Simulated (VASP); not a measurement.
Write the native input for VASP 6.6.1 that does the following.

* Task: single point
* Functional: PBEsol
* Potentials or basis: VASP PAW PBE potentials, release 64 (C)
* Cutoff: 520 eV
* k mesh: 12 × 12 × 4
* Occupations: gaussian, width 0.02 eV
* Spin: no spin polarisation
* Dipole correction: no
* Further INCAR settings: ALGO = Normal; EDIFF = 1e-07; NBANDS = 26

The structure of C lies in POSCAR:

```
C
1.0
    2.5052632673      0.0000000000      0.0000000000
   -1.2526316336      2.1696216326      0.0000000000
    0.0000000000      0.0000000000      8.2643755074
C
8
Direct
    0.0000000000      0.0000000000      0.0929513617
    0.0000000000      0.0000000000      0.5929513617
    0.0000000000      0.0000000000      0.4070486383
    0.0000000000      0.0000000000      0.9070486383
    0.3333333333      0.6666666667      0.1555435578
    0.6666666667      0.3333333333      0.6555435578
    0.3333333333      0.6666666667      0.3444564422
    0.6666666667      0.3333333333      0.8444564422
```

One way to write it, as run:

INCAR

```
SYSTEM = C
ALGO = Normal
EDIFF = 1E-7
ENCUT = 520
GGA = PS
ISIF = 2
ISMEAR = 0
LASPH = .True.
LCHARG = .False.
LREAL = .False.
LWAVE = .False.
NBANDS = 26
NELM = 60
PREC = Accurate
SIGMA = 0.02
```

KPOINTS

```
k-points
0
Gamma
  12 12 4
  0 0 0
```

Potentials or basis: VASP PAW PBE potentials, release 64 (C).

Launch:

```bash
$ cat potpaw_PBE.64/C/POTCAR > POTCAR
$ mpirun -np 1 vasp_std > vasp.out
```

It gave:

```json
{
 "Pressure": "1.1 GPa",
 "Largest force": "0.005 eV/Å",
 "Band gap on the k mesh": "4.43 eV, indirect (least direct gap 5.27 eV)"
}
```

Caveat: the PAW data sets were made with another functional, which shifts forces and pressure a little.

Wall time 36 s on 1 thread of AMD EPYC 9R14 (Zen 4), with other jobs on the host, peak memory 0.15 GiB.
